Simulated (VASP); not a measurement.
Runs of VASP 6.6.1 on Ta. The structure is that of space group Pm-3m (No. 221), or close to it. The cells are those of the table. This isn't the form of Ta at room conditions, which is bcc.

```tsv
cell	k mesh	gap on the mesh (eV)	pressure (GPa)
a = 2.650 Å, 1 atom	13 × 13 × 13	none	15.3
a = 2.830 Å, 1 atom	13 × 13 × 13	none	(a)
a = 2.611 Å, 1 atom	13 × 13 × 13	none	25.3
a = 2.688 Å, 1 atom	13 × 13 × 13	none	7.3
a = 2.796 Å, 1 atom	13 × 13 × 13	none	-9.2
a = 2.725 Å, 1 atom	13 × 13 × 13	none	(b)
a = 2.725 Å, 1 atom	19 × 19 × 19	none	(c)
a = 2.761 Å, 1 atom	13 × 13 × 13	none	-4.8
```

Alike in all rows: task single point; level r2SCAN; potentials or basis VASP PAW PBE potentials, release 64 (Ta_pv); no spin polarisation; cutoff (eV) 520; smearing fermi-dirac 0.1 eV.

Q: Fill in the values left out.

A: (a) -12.9; (b) 0.7; (c) 1.4.

Caveats: the PAW data sets were made with another functional, which shifts forces and pressure a little; spin-orbit coupling is left out, which moves the levels of the heavy elements; the cell stands under pressure (at least some runs); the cell stands under tension (at least some runs).

A k mesh can miss the band edges, and the runs leave out spin-orbit coupling on Ta.

A gap of «none» marks levels without a gap at the run's occupations.
